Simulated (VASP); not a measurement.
Input of a VASP 6.6.1 run:

POSCAR

```
Rh
1.0
    0.0000000000      1.8956202547      1.8956202547
    1.8956202547      0.0000000000      1.8956202547
    1.8956202547      1.8956202547      0.0000000000
Rh
1
Direct
    0.0000000000      0.0000000000      0.0000000000
```

The input INCAR.step1:

```
SYSTEM = Rh
PREC     = Accurate       ! precision mode
ENCUT    = 520            ! plane-wave cutoff, eV
ISMEAR   = -1             ! smearing method
SIGMA    = 0.05           ! smearing width, eV
LREAL    = .False.        ! projectors in reciprocal space
LASPH    = .True.         ! aspherical terms in the spheres
NELM     = 100            ! most SCF steps
NBANDS   = 14             ! bands
GGA      = PE             ! functional
ALGO     = Normal         ! electronic algorithm
EDIFF    = 1E-4           ! SCF threshold, eV
LWAVE    = .True.         ! write WAVECAR
LCHARG   = .False.        ! write CHGCAR
```

INCAR.step2

```
SYSTEM = Rh
PREC     = Accurate       ! precision mode
ENCUT    = 520            ! plane-wave cutoff, eV
EDIFF    = 1E-6           ! SCF threshold, eV
ISMEAR   = -1             ! smearing method
SIGMA    = 0.05           ! smearing width, eV
LREAL    = .False.        ! projectors in reciprocal space
LASPH    = .True.         ! aspherical terms in the spheres
NELM     = 100            ! most SCF steps
ALGO     = Normal         ! electronic algorithm
ISIF     = 2              ! what is computed and relaxed
LWAVE    = .False.        ! write WAVECAR
LCHARG   = .True.         ! write CHGCAR
METAGGA  = R2SCAN         ! meta-GGA
LMIXTAU  = .True.       
LELF     = .True.         ! ELF
LVHAR    = .True.       
NBANDS   = 14             ! bands
ISTART   = 1
```

KPOINTS

```
Automatic mesh
0
Gamma
  24 24 24
  0 0 0
```

Potentials or basis: VASP PAW PBE potentials, release 64 (Rh_pv).

Launch:

```sh
$ cat potpaw_PBE.64/Rh_pv/POTCAR > POTCAR
$ cp INCAR.step1 INCAR
$ mpirun -np 1 vasp_std > vasp.out
$ cp INCAR.step2 INCAR
$ mpirun -np 1 vasp_std > vasp.out
```

Question: Predict the pressure.

Answer: 3.2 GPa.

Caveat: the PAW data sets were made with another functional, which shifts forces and pressure a little.
